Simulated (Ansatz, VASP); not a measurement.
## Two plane-wave programs on Si16Ge

```xyz
17
Lattice="0.0000 5.4300 5.4300 5.4300 0.0000 5.4300 5.4300 5.4300 0.0000" Properties=species:S:1:pos:R:3 pbc="T T T"
Si    0.0500    0.0502    0.0505
Si    1.3676    1.3666    1.3650
Si    2.6766    2.6767    0.0365
Si    4.0731    4.0732    1.4075
Si    2.6755    0.0373    2.6756
Si    4.0729    1.4077    4.0732
Si    5.4376    2.7089    2.7088
Si    6.7419    4.0718    4.0716
Si    0.0379    2.6748    2.6748
Si    1.4078    4.0729    4.0731
Si    2.7086    5.4377    2.7086
Si    4.0718    6.7416    4.0715
Si    2.7083    2.7082    5.4380
Si    4.0717    4.0715    6.7412
Si    5.4335    5.4334    5.4333
Si    6.7850    6.7853    6.7857
Ge    9.5193    9.5177    9.5152
```

Alike in both runs: functional PBE; k mesh 2 × 2 × 2; occupations fermi-dirac, width 0.05 eV; no spin polarisation.

Ansatz relaxed the structure, and its values are those at the end. VASP's run is a single point on that final structure, the one shown.

```csv
,VASP,Ansatz
version,VASP 6.6.1,Ansatz 0.2.0
potentials or method,"VASP PAW PBE potentials, release 64 (Si, Ge_d), cutoff 520 eV","scalar-relativistic, plane waves, PAW"
valence electrons in the cell,78,78
```

```tsv
	VASP	Ansatz	Ansatz less VASP
rms of the force components (eV/Å)	0.014	0.014	+0.0002
```

The k mesh is coarse, so the values compare programs but aren't converged.
